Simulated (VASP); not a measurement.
# Hf9Si20 (a cell with a defect) in VASP: single point with PBEsol

Aim: the single point of Hf9Si20 (a cell with a defect) with PBEsol.

All numbers are computed with VASP 6.6.1; they aren't measurements. Logs are shortened: lines on timing, memory, paths and dates and some standing lists are left out, and cuts for length are marked.

**1. The cell of the first run**

The cell holds a defect, 29 atoms: a = 8.137 Å, b = 8.155 Å, c = 8.246 Å, α = 89.91°, β = 60.44°, γ = 89.83°.

**2. Single point, PBEsol (atoms taken out, then relaxed in part)**

File INCAR:

```
SYSTEM = Hf9Si20
ALGO     = Normal         ! electronic algorithm
EDIFF    = 1E-6           ! SCF threshold, eV
ENCUT    = 400            ! plane-wave cutoff, eV
GGA      = PS             ! functional
GGA_COMPAT= .False.      
ISIF     = 2              ! what is computed and relaxed
ISMEAR   = 0              ! smearing method
LASPH    = .True.         ! aspherical terms in the spheres
LCHARG   = .False.        ! write CHGCAR
LREAL    = .False.        ! projectors in reciprocal space
LWAVE    = .False.        ! write WAVECAR
NBANDS   = 105            ! bands
NELM     = 120            ! most SCF steps
PREC     = Accurate       ! precision mode
SIGMA    = 0.1            ! smearing width, eV
```

File KPOINTS:

```
k-points
0
Gamma
  4 3 4
  0 0 0
```

File POSCAR:

```
Hf9Si20
1.0
    3.6500013609      0.0000000000     -7.2722040877
    7.3000027217      0.0000000000      3.6361020438
    1.8250006804     -7.1724995419     -3.6361020438
Hf Si
9 20
Direct
   -0.0027957690      0.5507703074      0.7944701458
    0.6010411961      0.7523486101      0.7959083314
    0.2030504725      0.9476513899      0.7959083314
    0.8083256232      0.1492296926      0.7944701458
    0.3973640532      0.2501730242      0.2125929121
    0.9900430346      0.4498269758      0.2125929121
    0.5946807246      0.6487305193      0.2122923404
    0.1954582332      0.8500000000      0.2090835336
    0.7930269350      0.0512694807      0.2122923404
    0.7524887464      0.3500000000      0.0950225072
    0.3455189067      0.5461753030      0.1036767914
    0.9496254784      0.7485683240      0.1076969284
    0.5426775932      0.9514316760      0.1076969284
    0.1508043018      0.1538246970      0.1036767914
    0.0827068630      0.2608331784      0.8743975853
    0.6428955517      0.4391668216      0.8743975853
    0.2631257254      0.6299828394      0.8755868402
    0.8515951040      0.8500000000      0.8968097920
    0.4612874344      0.0700171606      0.8755868402
    0.0497099359      0.3500000000      0.5005801281
    0.6427535360      0.5475502384      0.5108851930
    0.2482793309      0.7493952181      0.5017312353
    0.8499894338      0.9506047819      0.5017312353
    0.4463612709      0.1524497616      0.5108851930
    0.7385728435      0.2522219888      0.5145186822
    0.3469084743      0.4477780112      0.5145186822
    0.9491271078      0.6518426328      0.5002067598
    0.5500152986      0.8500000000      0.4999694027
    0.1506661324      0.0481573672      0.5002067598
```

Potentials or basis: VASP PAW PBE potentials, release 64 (Hf_pv, Si).

Command:

```bash
$ cat potpaw_PBE.64/Hf_pv/POTCAR potpaw_PBE.64/Si/POTCAR > POTCAR
$ mpirun -np 1 vasp_std > vasp.out
```

OUTCAR:

```text
SYSTEM = Hf9Si20
   EDIFF = 1E-6
   ENCUT = 400
   GGA = PS
   ISIF = 2
   ISMEAR = 0
   LASPH = .True.
   LREAL = .False.
   NELM = 120
   PREC = Accurate

 ion  position               nearest neighbor table
   1  0.997  0.551  0.794-  15 2.64  17 2.64  18 2.66  26 2.76  27 2.77  16 2.78  20 2.78  22 2.79
                            10 2.82  12 2.91   7 3.48   6 3.52   2 3.61   4 3.62   3 3.65
   2  0.601  0.752  0.796-  18 2.68  17 2.69  16 2.70  21 2.77  19 2.77  28 2.78  23 2.79  27 2.80
                            13 2.88  11 2.90   8 3.47   7 3.51   3 3.60   1 3.61   4 3.65
   3  0.203  0.948  0.796-  18 2.68  19 2.69  15 2.70  24 2.77  17 2.77  28 2.78  22 2.79  29 2.80
                            12 2.88  14 2.90   8 3.47   9 3.51   2 3.60   4 3.61   1 3.65
   4  0.808  0.149  0.794-  16 2.64  19 2.64  18 2.66  25 2.76  29 2.77  15 2.78  20 2.78  23 2.79
                            10 2.82  13 2.91   9 3.48   5 3.52   3 3.61   1 3.62   2 3.65
   5  0.397  0.250  0.213-  13 2.66  11 2.68  10 2.68  14 2.69  20 2.77  29 2.77  24 2.79  26 2.82
                            16 2.94  19 2.96   4 3.52   9 3.60   7 3.63   8 3.66   6 3.69
   6  0.990  0.450  0.213-  12 2.66  14 2.68  10 2.68  11 2.69  20 2.77  27 2.77  21 2.79  25 2.82
                            15 2.94  17 2.96   1 3.52   7 3.60   9 3.63   8 3.66   5 3.69
   7  0.595  0.649  0.212-  10 2.70  12 2.70  13 2.71  11 2.72  28 2.76  22 2.77  21 2.80  26 2.83
                            18 2.91  16 3.13   1 3.48   2 3.51   6 3.60   5 3.63   8 3.65   9 3.66
   8  0.195  0.850  0.209-  12 2.65  13 2.65  11 2.71  14 2.71  29 2.77  27 2.77  22 2.77  23 2.77
                            17 3.10  19 3.10   3 3.47   2 3.47   7 3.65   9 3.65   5 3.66   6 3.66
   9  0.793  0.051  0.212-  10 2.70  13 2.70  12 2.71  14 2.72  28 2.76  23 2.77  24 2.80  25 2.83
                            18 2.91  15 3.13   4 3.48   3 3.51   5 3.60   6 3.63   8 3.65   7 3.66
  10  0.752  0.350  0.095-  16 2.50  15 2.50   6 2.68   5 2.68   7 2.70   9 2.70   4 2.82   1 2.82

  11  0.346  0.546  0.104-  16 2.38  17 2.39   5 2.68   6 2.69   8 2.71   7 2.72   2 2.90
  12  0.950  0.749  0.108-  18 2.39  17 2.51   8 2.65   6 2.66   7 2.70   9 2.71   3 2.88   1 2.91

  13  0.543  0.951  0.108-  18 2.39  19 2.51   8 2.65   5 2.66   9 2.70   7 2.71   2 2.88   4 2.91

  14  0.151  0.154  0.104-  15 2.38  19 2.39   6 2.68   5 2.69   8 2.71   9 2.72   3 2.90
  15  0.083  0.261  0.874-  14 2.38  10 2.50   1 2.64   3 2.70   4 2.78   6 2.94  26 3.08  24 3.12
                             9 3.13
  16  0.643  0.439  0.874-  11 2.38  10 2.50   4 2.64   2 2.70   1 2.78   5 2.94  25 3.08  21 3.12
                             7 3.13
  17  0.263  0.630  0.876-  11 2.39  12 2.51   1 2.64   2 2.69   3 2.77   6 2.96  26 3.09   8 3.10
                            21 3.14
  18  0.852  0.850  0.897-  12 2.39  13 2.39   1 2.66   4 2.66   2 2.68   3 2.68   9 2.91   7 2.91
[... 19 lines left out ...]
  28  0.550  0.850  0.500-  22 2.58  23 2.58  21 2.59  24 2.59   7 2.76   9 2.76   3 2.78   2 2.78

  29  0.151  0.048  0.500-  22 2.56  23 2.57  20 2.59  24 2.60   4 2.77   8 2.77   5 2.77   3 2.80

  LATTYP: Found a base centered monoclinic cell.
 ALAT       =     8.1367968039
 B/A-ratio  =     1.7629786548
 C/A-ratio  =     1.0022917948
 COS(beta)  =    -0.0030522329

  Lattice vectors:

 A1 = (  -1.8250006804,   7.1724995419,   3.6361020438)
 A2 = (  -1.8250006805,  -7.1724995419,   3.6361020439)
 A3 = (   7.3000027217,   0.0000000000,   3.6361020438)

Analysis of symmetry for initial positions (statically):
=====================================================================
 Subroutine PRICEL returns:
 Original cell was already a primitive cell.

 Routine SETGRP: Setting up the symmetry group for a
 base centered monoclinic supercell.

 Subroutine GETGRP returns: Found  2 space group operations
 (whereof  1 operations were pure point group operations)
 out of a pool of  4 trial point group operations.

The static configuration has the point symmetry C_1 .
 The point group associated with its full space group is C_2 .

Analysis of symmetry for dynamics (positions and initial velocities):
=====================================================================
 Subroutine PRICEL returns:
 Original cell was already a primitive cell.

 Routine SETGRP: Setting up the symmetry group for a
 base centered monoclinic supercell.

 Subroutine GETGRP returns: Found  2 space group operations
 (whereof  1 operations were pure point group operations)
 out of a pool of  4 trial point group operations.

The dynamic configuration has the point symmetry C_1 .
 The point group associated with its full space group is C_2 .

 Subroutine INISYM returns: Found  2 space group operations
 (whereof  1 operations are pure point group operations),
 and found     1 'primitive' translations

----------------------------------------------------------------------------------------

                                     Primitive cell

  volume of cell :     475.9591

[... 81 lines left out ...]
  Cartesian coordinates                     Fractional coordinates (reciprocal lattice)
     0.013698625  0.017427676 -0.027501978     0.250000000  0.000000000  0.000000000
     0.036529667 -0.000000000  0.018334652     0.000000000  0.333333333  0.000000000
     0.000000000 -0.034855353  0.000000000     0.000000000  0.000000000  0.250000000

  Length of vectors
     0.035323293  0.040872681  0.034855353

  Shift w.r.t. Gamma in fractional coordinates (k-lattice)
     0.000000000  0.000000000  0.000000000

 Subroutine IBZKPT returns following result:
 ===========================================

 Found     17 irreducible k-points:

 Following reciprocal coordinates:
            Coordinates               Weight
  0.000000  0.000000  0.000000      1.000000
  0.250000 -0.000000  0.000000      4.000000
  0.500000 -0.000000  0.000000      2.000000
  0.000000  0.333333 -0.000000      2.000000
  0.250000  0.333333  0.000000      4.000000
  0.500000  0.333333 -0.000000      4.000000
[... 9 lines left out ...]
  0.000000  0.000000  0.500000      1.000000
  0.000000  0.333333  0.500000      2.000000
   k-points           NKPTS =     17   k-points in BZ     NKDIM =     17   number of bands    NBANDS=    105
   number of dos      NEDOS =    301   number of ions     NIONS =     29
   total plane-waves  NPLWV = 157464
   dimension x,y,z NGX =    54 NGY =   54 NGZ =   54
   dimension x,y,z NGXF=   108 NGYF=  108 NGZF=  108
   ions per type =               9  20
   NGX,Y,Z   is equivalent  to a cutoff of  11.03, 11.01, 10.89 a.u.
   NGXF,Y,Z  is equivalent  to a cutoff of  22.07, 22.02, 21.77 a.u.
 SYSTEM =  Hf9Si20
   PREC   = accura    normal or accurate (medium, high low for compatibility)
   ISTART =      0    job   : 0-new  1-cont  2-samecut
   ICHARG =      2    charge: 1-file 2-atom 10-const
   ISPIN  =      1    spin polarized calculation?
   LNONCOLLINEAR =      F non collinear calculations
   LSORBIT =      F    spin-orbit coupling
   LASPH  =      T    aspherical Exc in radial PAW
   ENCUT  =  400.0 eV  29.40 Ry    5.42 a.u.  13.27 13.30 13.45*2*pi/ulx,y,z
   NELM   =    120;   NELMIN=  2; NELMDL= -5     # of ELM steps
   EDIFF  = 0.1E-05   stopping-criterion for ELM
   LREAL  =      F    real-space projection
[... 7 lines left out ...]
   TEBEG  =    0.0;   TEEND  =   0.0 temperature during run
   PSTRESS=    0.0 pullay stress
   NELECT =     170.0000    total number of electrons
   NUPDOWN=      -1.0000    fix difference up-down
   EMIN   =  10.00;   EMAX   =-10.00  energy-range for DOS
   EFERMI =   0.00;   METHOD = LEGACY
   ISMEAR =     0;   SIGMA  =   0.10  broadening in eV -4-tet -1-fermi 0-gaus
   EFERMI_NEDOS =   21; number of points for ismear=-14 and -15
   IALGO  =     38    algorithm
   IMIX   =      4    mixing-type and parameters
     AMIX     =   0.40;   BMIX     =  1.00
     AMIX_MAG =   1.60;   BMIX_MAG =  1.00
  volume/ion in A,a.u.               =      16.41       110.76
  Fermi-wavevector in a.u.,A,eV,Ry     =   1.161541  2.194994 18.356679  1.349178
  Thomas-Fermi vector in A             =   2.298112
   LORBIT       =      0    0 simple, 1 ext, 2 COOP (PROOUT), +10 PAW based schemes
   GGA     = PS    functional components
   LHFCALC =     F    Hartree Fock is set to
   AEXX    =    0.0000 exact exchange contribution
   IVDW    =     0    specifies the selected vdW correction
   LEPSILON=     F    determine dielectric tensor
   LRPA    =     F    only Hartree local field effects (RPA)
 non-spin polarized calculation
 Gauss-broadening in eV      SIGMA  =   0.10
  energy-cutoff  :      400.00
  volume of cell :      475.96
 maximum number of plane-waves:      8675
 NGX is ok and might be reduce to    54
   NGX = 27   NGY = 27   NGZ = 27

 number of electron     169.9999991 magnetization

 Free energy of the ion-electron system (eV)
  ---------------------------------------------------
  ext. energy  EPLUGINS =         0.00000000
  ---------------------------------------------------
  free energy    TOTEN  =      -226.19496867 eV

  energy without entropy =     -226.14706708  energy(sigma->0) =     -226.17101788

 E-fermi :   7.7883     XC(G=0): -11.3645

 val. band max:        7.7865960128   @ k =  -0.2500   0.0000   0.2500
 cond. band min:       7.8121704976   @ k =   0.2500   0.3333   0.0000
 fundamental gap:      0.0255744847
 Fermi energy:         7.7883212524

 k-point     1 :       0.0000    0.0000    0.0000
  band No.  band energies     occupation
      1     -22.6105      2.00000
      2     -22.5874      2.00000
      3     -22.5815      2.00000
      4     -22.5663      2.00000
      5     -22.5625      2.00000
      6     -22.5606      2.00000
[... 1689 lines left out ...]
     96       9.6774      0.00000
     97       9.8246      0.00000
 [bands above 97 left out]

------------------------ aborting loop because EDIFF is reached ----------------------------------------

  FORCE on cell =-STRESS in cart. coord.  units (eV):
  Direction    XX          YY          ZZ          XY          YZ          ZX
  --------------------------------------------------------------------------------------
  -------------------------------------------------------------------------------------
  Total       -4.6311852     -7.9811256     -6.6504452     -0.0000000      0.0000000      1.1685264
  in kB      -15.5895330    -26.8661294    -22.3867824     -0.0000000      0.0000000      3.9335030
  external PRESSURE =     -21.6141483 kB  Pullay stress =       0.0000000 kB

 VOLUME and BASIS-vectors are now :
 -----------------------------------------------------------------------------
  energy-cutoff  :      400.00
  volume of cell :      475.96
      direct lattice vectors                 reciprocal lattice vectors
     3.650001361  0.000000000 -7.272204088     0.054794500  0.069710705 -0.110007914
     7.300002722  0.000000000  3.636102044     0.109589000 -0.000000000  0.055003957
     1.825000680 -7.172499542 -3.636102044     0.000000000 -0.139421410  0.000000000

 POSITION                                       TOTAL-FORCE (eV/Angst)
 -----------------------------------------------------------------------------------
      9.11033     -5.69834     -8.13799        -0.007856     -0.008484      0.018552
      9.13848     -5.70865     -4.52928         0.013840     -0.004016      0.007927
      9.11153     -5.70865     -0.92487        -0.013840     -0.004016     -0.007927
      5.48968     -5.69834     -8.22447         0.007856     -0.008484     -0.018552
      3.66463     -1.52482     -2.75307         0.004713      0.002750     -0.004823
      7.28538     -1.52482     -6.33719        -0.004713      0.002750      0.004823
[... 21 lines left out ...]
      9.12500     -3.58603     -2.72708        -0.000000     -0.000359      0.000000
      1.81436     -3.58773     -2.73937        -0.003632     -0.000567     -0.002481
 -----------------------------------------------------------------------------------
    total drift:                               -0.000062      0.000231      0.000001

  FREE ENERGIE OF THE ION-ELECTRON SYSTEM (eV)
  ---------------------------------------------------
  free  energy   TOTEN  =      -226.1949686745 eV

  energy  without entropy=     -226.1470670828  energy(sigma->0) =     -226.17101788
```

It took 8 min on 1 thread of Intel Xeon 6975P-C (Granite Rapids), shared host; peak memory 0.61 GiB.

Results:

```
Free energy            : -226.1950 eV
Pressure               : -2.2 GPa
Largest force          : 0.022 eV/Å
Band gap on the k mesh : zero (bands 85 and 86 overlap by 0.95 eV)
```

Forces in eV/Å, atoms in the order of the input:
```
Hf  -0.008 -0.008  0.019
Hf   0.014 -0.004  0.008
Hf  -0.014 -0.004 -0.008
Hf   0.008 -0.008 -0.019
Hf   0.005  0.003 -0.005
Hf  -0.005  0.003  0.005
Hf  -0.005  0.007 -0.001
Hf   0.000  0.018  0.000
Hf   0.005  0.007  0.001
Si   0.000  0.007  0.000
Si   0.004  0.008 -0.002
Si  -0.002  0.012  0.007
Si   0.002  0.012 -0.007
Si  -0.004  0.008  0.002
Si   0.007 -0.010 -0.007
Si  -0.007 -0.010  0.007
Si  -0.004 -0.007 -0.004
Si   0.000 -0.021  0.000
Si   0.004 -0.007  0.004
Si   0.000  0.002  0.000
Si  -0.002  0.004 -0.001
Si   0.003  0.001  0.001
Si  -0.003  0.001 -0.001
Si   0.002  0.004  0.001
Si  -0.004 -0.006  0.002
Si   0.004 -0.006 -0.002
Si   0.004 -0.001  0.002
Si   0.000  0.000  0.000
Si  -0.004 -0.001 -0.002
```

Stress tensor (GPa, compression positive):
```
-1.56  0.00  0.39
 0.00 -2.69  0.00
 0.39  0.00 -2.24
```

Levels at points of the mesh, in eV from the Fermi level:
```csv
k point,band 82,band 83,band 84,band 85,band 86,band 87,band 88,band 89
"(0.00, 0.00, 0.00)",-1.41,-1.25,-1.00,-0.97,-0.78,0.59,1.21,1.42
"(0.50, 0.00, 0.00)",-0.56,-0.48,-0.10,-0.01,0.33,0.47,0.62,0.92
"(0.00, 0.00, 0.50)",-1.05,-0.88,-0.54,-0.39,-0.26,0.46,0.57,0.99
```

Caveat: the cell differs from its parent crystal (atoms taken out, then relaxed in part); the PAW data sets were made with another functional, which shifts forces and pressure a little; spin-orbit coupling is left out, which moves the levels of the heavy elements.

The gap in the log of VASP goes by the Fermi energy; the results here count the filled bands.